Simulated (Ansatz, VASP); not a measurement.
# Pb in VASP and in Ansatz

Contents of INCAR:

```
SYSTEM = Pb
  PREC = Accurate
  ENCUT = 520
  EDIFF = 1E-7
  ISMEAR = -1
  SIGMA = 0.08
  LREAL = .FALSE.
  LASPH = .TRUE.
  NELM = 60
  ALGO = Normal
  ISIF = 2
  LWAVE = .FALSE.
  LCHARG = .TRUE.
  GGA = PS
  LELF = .TRUE.
  LVHAR = .TRUE.
  NBANDS = 21
```

The input KPOINTS:

```
regular mesh
0
G
  14 14 8
  0 0 0
```

The input POSCAR:

```
Pb
1.0
    3.5482533262      0.0000000000      0.0000000000
   -1.7741266631      3.0728775195      0.0000000000
    0.0000000000      0.0000000000      5.6996356773
Pb
2
Direct
    0.3333333333      0.6666666667      0.2500000000
    0.6666666667      0.3333333333      0.7500000000
```

Input for Ansatz:

```yaml
crystal:
  lattice:
    - [3.5482533262, 0.0, 0.0]
    - [-1.7741266631, 3.0728775195, 0.0]
    - [0.0, 0.0, 5.6996356773]
  atoms:
    - { symbol: Pb, position: [0.3333333333, 0.6666666667, 0.25] }
    - { symbol: Pb, position: [0.6666666667, 0.3333333333, 0.75] }
kpoints:
  mp_grid: { grid: [14, 14, 8] }
  band_path:
    path:
      - [0.0, 0.0, 0.0]
      - [0.5, 0.0, 0.0]
      - [0.3333333333, 0.3333333333, 0.0]
      - [0.0, 0.0, 0.0]
      - [0.0, 0.0, 0.5]
      - [0.5, 0.0, 0.5]
      - [0.3333333333, 0.3333333333, 0.5]
      - [0.0, 0.0, 0.5]
      - [0.5, 0.0, 0.5]
    npoints: 5
scf:
  occupations: { method: fermi_dirac, width: 0.08 }
hamiltonian:
  xc: pbesol
  pseudopotentials: { kind: all_electron, lapw: { basis_error: 0.0005 } }
output:
  forces: true
  stress: true
  eigenvalues: true
```

Change from the starting cell: volume scaled by 1.06.

Alike in both runs: task single point; functional PBEsol; k mesh 14 × 14 × 8; occupations fermi-dirac, width 0.08 eV; no spin polarisation.

```csv
,VASP,Ansatz
version,VASP 6.6.1,Ansatz 0.2.0
potentials or method,"VASP PAW PBE potentials, release 64 (Pb_d), cutoff 520 eV","all-electron LAPW, scalar-relativistic"
```

VASP gave:

```
pressure (GPa)                                                : -1.7
traceless stress, the component that is largest in VASP (GPa) : 0.90
```

Question: What did Ansatz give for the same quantities?

Answer: Pressure (GPa): -1.6; traceless stress, the component that is largest in VASP (GPa): 0.90.

VASP's potentials were made for PBE, not for PBEsol. Ansatz ran all-electron here, and VASP with PAW potentials.

Neither program's run includes spin-orbit coupling.
